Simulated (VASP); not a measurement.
Set up this calculation in VASP 6.6.1, as the native input.

* Task: single point
* Functional: r2SCAN
* Potentials or basis: VASP PAW PBE potentials, release 64 (I)
* Cutoff: 520 eV
* k mesh: 8 × 8 × 8
* Occupations: gaussian, width 0.01 eV
* Spin: non-collinear spin, zero start, spin-orbit coupling
* Starting moments: [[0.0, 0.0, 0.0]] μB
* Dipole correction: no
* Further INCAR settings: ALGO = Normal; EDIFF = 1e-06; NBANDS = 18

Crystal: I.

```
CELL_PARAMETERS angstrom
0.00000 2.36560 3.90984
2.19225 0.00000 3.90984
2.19225 2.36560 0.00000
ATOMIC_POSITIONS crystal
I 0.00000 0.00000 0.00000
```

The input as run:

POSCAR

```
I
1.0
    0.0000000000      2.3656004428      3.9098401324
    2.1922454667      0.0000000000      3.9098401324
    2.1922454667      2.3656004428      0.0000000000
I
1
Direct
    0.0000000000      0.0000000000      0.0000000000
```

INCAR.step1

```
SYSTEM = I
  PREC = Accurate
  ENCUT = 520
  ISMEAR = 0
  SIGMA = 0.01
  LREAL = .FALSE.
  LASPH = .TRUE.
  NELM = 150
  MAGMOM = 0 0 0
  LSORBIT = .TRUE.
  GGA_COMPAT = .FALSE.
  NBANDS = 18
  GGA = PE
  ALGO = Normal
  EDIFF = 1E-4
  LWAVE = .TRUE.
  LCHARG = .FALSE.
```

INCAR.step2

```
SYSTEM = I
  PREC = Accurate
  ENCUT = 520
  EDIFF = 1E-6
  ISMEAR = 0
  SIGMA = 0.01
  LREAL = .FALSE.
  LASPH = .TRUE.
  NELM = 150
  ALGO = Normal
  ISIF = 2
  LWAVE = .FALSE.
  LCHARG = .FALSE.
  MAGMOM = 0 0 0
  LORBIT = 11
  LSORBIT = .TRUE.
  GGA_COMPAT = .FALSE.
  LORBMOM = .TRUE.
  METAGGA = R2SCAN
  LMIXTAU = .TRUE.
  NBANDS = 18
  ISTART = 1
```

KPOINTS

```
Automatic mesh
0
G
  8 8 8
  0 0 0
```

Potentials or basis: VASP PAW PBE potentials, release 64 (I).

Launch:

```console
$ cat potpaw_PBE.64/I/POTCAR > POTCAR
$ cp INCAR.step1 INCAR
$ mpirun -np 1 vasp_ncl > vasp.out
$ cp INCAR.step2 INCAR
$ mpirun -np 1 vasp_ncl > vasp.out
```

It gave:

```json
{"Pressure": "0.4 GPa", "Net moment": "0.00 μB per cell", "Valence electrons inside the program's atomic spheres": "I 4.22"}
```

Caveat: the PAW data sets were made with another functional, which shifts forces and pressure a little.

Wall time 5.3 min on 1 thread of Intel(R) Xeon(R) 6975P-C (Granite Rapids), with other jobs on the host, peak memory 0.4 GiB.
